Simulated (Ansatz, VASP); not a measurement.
## Two plane-wave programs on CdS3

INCAR

```
PREC     = Accurate       # precision mode
ENCUT    = 500            # plane-wave cutoff, eV
EDIFF    = 1E-7           # SCF threshold, eV
ISMEAR   = 0              # smearing method
SIGMA    = 0.1            # smearing width, eV
LREAL    = F              # projectors in reciprocal space
LASPH    = T              # aspherical terms in the spheres
NELM     = 120            # most SCF steps
ALGO     = Normal         # electronic algorithm
ISIF     = 3              # what is computed and relaxed
LWAVE    = F              # write WAVECAR
LCHARG   = F              # write CHGCAR
GGA      = PE             # functional
IBRION   = 2              # ionic algorithm
NSW      = 90             # ionic steps
EDIFFG   = -0.04          # ionic threshold
GGA_COMPAT= F            
NELMIN   = 4
```

The input KPOINTS:

```
Automatic mesh
0
Gamma
  6 6 2
```

File POSCAR:

```
CdS3
1.0
    3.0718743000      0.0000000000      0.0000000000
    0.0000000000      3.0718743000      0.0000000000
    0.0000000000      0.0000000000     10.1113588200
Cd S
1 3
Direct
    0.0000000000      0.0000000000      0.0000000000
    0.5000000000      0.5000000000      0.7342755200
    0.0000000000      0.0000000000      0.5000000000
    0.5000000000      0.5000000000      0.2657244800
```

Input for Ansatz:

```yaml
crystal:
  lattice:
    - [3.0718743, 0.0, 0.0]
    - [0.0, 3.0718743, 0.0]
    - [0.0, 0.0, 10.11135882]
  atoms:
    - { symbol: Cd, position: [0.0, 0.0, 0.0] }
    - { symbol: S, position: [0.5, 0.5, 0.73427552] }
    - { symbol: S, position: [0.0, 0.0, 0.5] }
    - { symbol: S, position: [0.5, 0.5, 0.26572448] }
basis:
  ecutwfc: 420
kpoints:
  mp_grid: { grid: [6, 6, 2] }
hamiltonian:
  xc: pbe
scf:
  occupations: { method: gaussian, width: 0.1 }
  lower_state_search: "off"
output:
  forces: true
  stress: true
  eigenvalues: true
relax:
  adjacent_minimum: "off"
  f_tol: 0.04
  max_steps: 70
  cell: { stress_tol: 0.4 }
```

Change from the starting cell: species swapped into the TlIn3 type (P4/mmm, No. 123).

Alike in both runs: task relaxation of cell and atoms; functional PBE; k mesh 6 × 6 × 2; occupations gaussian, width 0.1 eV; no spin polarisation.

```csv
,VASP,Ansatz
version,VASP 6.6.1,Ansatz 0.2.0
potentials or method,"VASP PAW PBE potentials, release 64 (Cd, S), cutoff 500 eV","scalar-relativistic, plane waves, PAW"
valence electrons in the cell,30,38
```

```csv
,VASP,Ansatz,Ansatz less VASP
"gap on the k mesh at the Fermi level, each at its own relaxed structure (eV)",none,none,-
relaxed volume (Å³/atom),21.67,23.47,+1.801
relaxed cell length with the largest relative difference (Å),13.458,11.564,-1.8941
```

A gap of «none» marks a metal or a gap that the smearing closes. One of these differences is far larger than is usual between the two programs; its cause wasn't traced. VASP's potentials hold 30 valence electrons a cell and Ansatz's 38, so a difference there can come from the potentials and not from the codes.
